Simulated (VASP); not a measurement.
CdAg:

```xyz
2
Lattice="3.3879 0.0000 0.0000 0.0000 3.3879 0.0000 0.0000 0.0000 3.3879" Properties=species:S:1:pos:R:3 pbc="T T T"
Cd    1.6940    1.6940    1.6940
Ag    0.0000    0.0000    0.0000
```

```yaml
Program: VASP 6.6.1
Task: relaxation of cell and atoms
Functional: PBEsol
Potentials_or_basis: VASP PAW PBE potentials, release 64 (Cd, Ag)
Cutoff: 600 eV
k_mesh: 12 × 12 × 12
Occupations: gaussian, width 0.1 eV
Spin: no spin polarisation
```

At the start: pressure -5.3 GPa; volume 19.44 Å³/atom.

Task: How do energy, volume and symmetry change on relaxing?

Result: Over 3 steps the energy falls by 22.4 meV/atom and the volume is 18.19 Å³/atom (-6.4 %); space group Pm-3m (No. 221, to 0.1 Å) before and after.

The path:
| step | energy change (eV) | largest force (eV/Å) | pressure (GPa) | volume (Å³) |
| --- | --- | --- | --- | --- |
| 1 | 0.0000 | 0.0000 | -5.32 | 38.89 |
| 2 | -0.0358 | 0.0000 | 2.97 | 35.36 |
| 3 | -0.0449 | 0.0000 | 0.00 | 36.38 |

Final structure:
```
Cd Ag
1.0
     3.31352    0.00000    0.00000
     0.00000    3.31352    0.00000
     0.00000    0.00000    3.31352
Cd Ag
1 1
Direct
  0.50000 0.50000 0.50000
  0.00000 0.00000 0.00000
```

Caveat: the PAW data sets were made with another functional, which shifts forces and pressure a little.
